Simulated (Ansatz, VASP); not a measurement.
**One calculation of TiSi2, two programs**

```xyz
6
Lattice="0.0180 4.1661 4.2796 2.4099 0.0104 4.2796 2.4279 4.1765 0.0000" Properties=species:S:1:pos:R:3 pbc="T T T"
Ti    3.6419    6.2648    6.4238
Ti    2.4279    4.1765    4.2751
Si    1.2092    0.7288    2.1392
Si    1.2187    3.4477    2.1392
Si    2.4147    1.3699    4.2802
Si    2.4411    6.9832    4.2802
```

Change from the starting cell: strain along c alone, the other axes held, atoms relaxed: +1.0 %.

Alike in both runs: functional PBE; k mesh 10 × 10 × 10; occupations gaussian, width 0.1 eV; no spin polarisation.

Ansatz relaxed the structure, and its values are those at the end. VASP's run is a single point on that final structure, the one shown.

|  | VASP | Ansatz |
| --- | --- | --- |
| version | VASP 6.6.1 | Ansatz 0.2.0 |
| potentials or method | VASP PAW PBE potentials, release 64 (Ti_sv, Si), cutoff 520 eV | scalar-relativistic, plane waves, PAW |
| valence electrons in the cell | 40 | 40 |

```tsv
	VASP	Ansatz	Ansatz less VASP
gap on the k mesh at the Fermi level (eV)	none	none	-
pressure (GPa)	-1.2	-1.2	0.00
rms of the force components (eV/Å)	0.004	0.004	-0.0001
```

A gap of «none» marks a metal or a gap that the smearing closes. With one functional, cell and mesh, what is left measures potentials, basis and numerics. Ansatz's warnings: stress scf threshold loose.
